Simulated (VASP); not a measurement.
Wanted: the native input for a VASP 6.6.1 run.

| Quantity | Value |
| --- | --- |
| Task | single point |
| Functional | r2SCAN |
| Potentials or basis | VASP PAW PBE potentials, release 64 (Cd, S) |
| Cutoff | 550 eV |
| k mesh | 6 × 6 × 6 |
| Occupations | gaussian, width 0.5 eV |
| Spin | no spin polarisation |
| Dipole correction | no |
| Further INCAR settings | ALGO = Normal; EDIFF = 1e-06; NBANDS = 16 |

CdS:

```xyz
2
Lattice="0.0000 2.9392 2.9392 2.9392 0.0000 2.9392 2.9392 2.9392 0.0000" Properties=species:S:1:pos:R:3 pbc="T T T"
Cd    0.0000    0.0000    0.0000
S     1.4696    1.4696    1.4696
```

The input as run:

POSCAR

```
CdS
1.0
    0.0000000000      2.9392148400      2.9392148400
    2.9392148400      0.0000000000      2.9392148400
    2.9392148400      2.9392148400      0.0000000000
Cd S
1 1
Direct
    0.0000000000      0.0000000000      0.0000000000
    0.2500000000      0.2500000000      0.2500000000
```

INCAR.step1

```
SYSTEM = CdS
PREC     = Accurate       ! precision mode
ENCUT    = 550            ! plane-wave cutoff, eV
ISMEAR   = 0              ! smearing method
SIGMA    = 0.5            ! smearing width, eV
LREAL    = .False.        ! projectors in reciprocal space
LASPH    = .True.         ! aspherical terms in the spheres
NELM     = 120            ! most SCF steps
NBANDS   = 16             ! bands
GGA      = PE             ! functional
ALGO     = Normal         ! electronic algorithm
EDIFF    = 1E-5           ! SCF threshold, eV
LWAVE    = .True.         ! write WAVECAR
LCHARG   = .False.        ! write CHGCAR
GGA_COMPAT= .False.
```

INCAR.step2

```
SYSTEM = CdS
PREC     = Accurate       ! precision mode
ENCUT    = 550            ! plane-wave cutoff, eV
EDIFF    = 1E-6           ! SCF threshold, eV
ISMEAR   = 0              ! smearing method
SIGMA    = 0.5            ! smearing width, eV
LREAL    = .False.        ! projectors in reciprocal space
LASPH    = .True.         ! aspherical terms in the spheres
NELM     = 120            ! most SCF steps
ALGO     = Normal         ! electronic algorithm
ISIF     = 2              ! what is computed and relaxed
LWAVE    = .False.        ! write WAVECAR
LCHARG   = .False.        ! write CHGCAR
METAGGA  = R2SCAN         ! meta-GGA
LMIXTAU  = .True.       
NBANDS   = 16             ! bands
ISTART   = 1            
GGA_COMPAT= .False.
```

KPOINTS

```
regular mesh
0
Gamma
  6 6 6
  0 0 0
```

Potentials or basis: VASP PAW PBE potentials, release 64 (Cd, S).

The run is started by

```console
$ cat potpaw_PBE.64/Cd/POTCAR potpaw_PBE.64/S/POTCAR > POTCAR
$ cp INCAR.step1 INCAR
$ mpirun -np 1 vasp_std > vasp.out
$ cp INCAR.step2 INCAR
$ mpirun -np 1 vasp_std > vasp.out
```

It gave:

- Pressure: 0.3 GPa
- Band gap on the k mesh: 1.54 eV, direct

Caveat: the PAW data sets were made with another functional, which shifts forces and pressure a little.

Wall time 32 s on 1 thread of Intel(R) Xeon(R) Platinum 8488C (Sapphire Rapids), on a shared host, peak memory 0.18 GiB.
